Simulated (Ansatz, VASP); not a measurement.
MoS2 in VASP and in Ansatz

```
S Mo
1.0
     3.14312    0.00000    0.00000
     0.00000    6.54009    0.00000
     0.00000    0.00000   27.21102
S Mo
10 5
Cartesian
  1.5716 1.2449 7.5000
  0.0000 4.0358 9.2505
  0.0000 0.4896 10.1151
  1.5716 3.2805 11.8656
  1.5716 6.2745 12.7303
  0.0000 2.5252 14.4807
  0.0000 5.5192 15.3454
  1.5716 1.7700 17.0959
  1.5716 4.7639 17.9606
  0.0000 1.0147 19.7110
  1.5716 5.7848 8.8112
  0.0000 5.0295 11.4263
  1.5716 4.2742 14.0414
  0.0000 3.5189 16.6566
  1.5716 2.7637 19.2717
```

Alike in both runs: task single point; functional PBEsol; k mesh 1 × 1 × 1; occupations gaussian, width 0.05 eV; no spin polarisation.

```csv
,VASP,Ansatz
version,VASP 6.6.1,Ansatz 0.2.0
potentials or method,"VASP PAW PBE potentials, release 64 (S, Mo_sv), cutoff 520 eV","scalar-relativistic, plane waves, PAW"
valence electrons in the cell,130,130
```

VASP gave:

| Quantity | Value |
| --- | --- |
| gap on the k mesh at the Fermi level (eV) | 0.01 |
| least direct gap on the mesh (eV) | 0.01 |
| rms of the force components (eV/Å) | 1.187 |

Question: Which values does Ansatz return?

Answer: gap on the k mesh at the Fermi level (eV): 0.01; least direct gap on the mesh (eV): 0.01; rms of the force components (eV/Å): 1.191.

VASP's potentials were made for PBE, not for PBEsol. Ansatz's warnings: vacuum below fermi.
